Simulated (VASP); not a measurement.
Here is a VASP 6.6.1 calculation.

File INCAR:

```
  PREC = Accurate
  ENCUT = 520
  EDIFF = 1E-6
  ISMEAR = 0
  SIGMA = 0.05
  LREAL = F
  LASPH = T
  NELM = 60
  ALGO = Normal
  ISIF = 2
  LWAVE = F
  LCHARG = F
  GGA = PS
  NBANDS = 11
```

The input KPOINTS:

```
regular mesh
0
Gamma
  12 12 12
```

File POSCAR:

```
BN
1.0
    0.0000000000      3.4953158300      2.1660912400
    1.2516321000      0.0000000000      2.1660912400
    1.2516321000      3.4953158300      0.0000000000
B N
1 1
Direct
    0.0000486500      0.0000486500      0.9999513500
    0.6666513400      0.6666513400      0.3333486600
```

Potentials or basis: VASP PAW PBE potentials, release 64 (B, N).

The run is started by

```bash
$ cat potpaw_PBE.64/B/POTCAR potpaw_PBE.64/N/POTCAR > POTCAR
$ mpirun -np 1 vasp_std > vasp.out
```

(1) Estimate the largest force.

(2) What does it give for the pressure?

(3) What does it give for the band gap on the k mesh?

Results:

(1) 0.010 eV/Å.

(2) 0.9 GPa.

(3) 3.74 eV, indirect (least direct gap 4.49 eV).

Caveat: the PAW data sets were made with another functional, which shifts forces and pressure a little.
